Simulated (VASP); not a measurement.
A run of VASP 6.6.1 is set up as follows.

Contents of INCAR:

```
SYSTEM = KMg2BF6
  ALGO = Normal
  EDIFF = 1E-6
  ENCUT = 520
  GGA = PS
  ISIF = 2
  ISMEAR = -1
  IVDW = 13
  LASPH = .True.
  LCHARG = .True.
  LELF = .True.
  LREAL = .False.
  LVHAR = .True.
  LWAVE = .False.
  NBANDS = 40
  NELECT = 56.0
  NELM = 100
  PREC = Accurate
  SIGMA = 0.05
```

KPOINTS

```
Automatic mesh
0
Gamma
  2 2 2
  0.5 0.5 0.5
```

POSCAR

```
KMg2BF6
1.0
    7.9825440000      0.0000000000      0.0000000000
    0.0000000000      3.9912720000      0.0000000000
    0.0000000000      0.0000000000      3.9912720000
K B Mg F
1 1 2 6
Direct
    0.9958170000      0.9785320000      0.9773950000
    0.5015170000      0.0131130000      0.9958370000
    0.2522440000      0.4992350000      0.5147830000
    0.7531660000      0.4969080000      0.4757140000
    0.2521080000      0.4885840000      0.0050040000
    0.7543570000      0.5131470000      0.9996600000
    0.9992510000      0.5008450000      0.4938340000
    0.4988540000      0.5098830000      0.4974310000
    0.2526110000      0.0056930000      0.4871370000
    0.7479700000      0.0094190000      0.4995650000
```

Potentials or basis: VASP PAW PBE potentials, release 64 (K_sv, B, Mg, F).

Launch:

```console
$ cat potpaw_PBE.64/K_sv/POTCAR potpaw_PBE.64/B/POTCAR potpaw_PBE.64/Mg/POTCAR potpaw_PBE.64/F/POTCAR > POTCAR
$ mpirun -np 1 vasp_std > vasp.out
```

Question: What does it give for the dispersion energy per atom?

Answer: -0.066 eV.

Question: What does it give for the largest force?

Answer: 1.069 eV/Å.

Forces in eV/Å, atoms in the order of the input:
```
K    0.147  0.242  0.175
B   -0.025  0.104  0.012
Mg  -0.223  0.167 -0.498
Mg  -0.315  0.404  0.893
F    0.600 -0.079  0.173
F   -0.676 -0.079 -0.823
F    0.259 -0.044 -0.004
F    0.311 -0.033  0.048
F    0.591 -0.291  0.061
F   -0.670 -0.391 -0.036
```

Caveat: the k points lie up to 0.79 Å⁻¹ apart; the cell carries a net charge on a neutralising background, which shifts energy and pressure; the PAW data sets were made with another functional, which shifts forces and pressure a little.
